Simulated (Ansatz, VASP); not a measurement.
**Two plane-wave programs on GaN**

```
Ga N
1.0
    -0.06337    2.25306    2.25306
     2.25306   -0.06337    2.25306
     2.25306    2.25306   -0.06337
Ga N
1 1
Direct
  0.99819 0.99819 0.99819
  0.25181 0.25181 0.25181
```

Change from the starting cell: epitaxial_111 strain +3.0%.

Alike in both runs: task single point; functional r2SCAN; k mesh 10 × 10 × 10; no spin polarisation.

|  | VASP | Ansatz |
| --- | --- | --- |
| version | VASP 6.6.1 | Ansatz 0.2.0 |
| potentials or method | VASP PAW PBE potentials, release 64 (Ga_d, N) | plane waves, PAW |
| plane-wave cutoff (eV) | 520 | 500 |
| occupations | gaussian, width 0.01 eV | fixed |
| valence electrons in the cell | 18 | 18 |

VASP gave:

```
gap on the k mesh at the Fermi level (eV)                     : 1.65
pressure (GPa)                                                : -7.3
traceless stress, the component that is largest in VASP (GPa) : 4.14
rms of the force components (eV/Å)                            : 0.010
```

Q: Which values does Ansatz return?

A: gap on the k mesh at the Fermi level (eV): 1.66; pressure (GPa): -8.2; traceless stress, the component that is largest in VASP (GPa): 4.10; rms of the force components (eV/Å): 0.000.

VASP's potentials were made for PBE, not for r2SCAN. Atom by atom the forces differ by 0.010 eV/Å (rms over components).
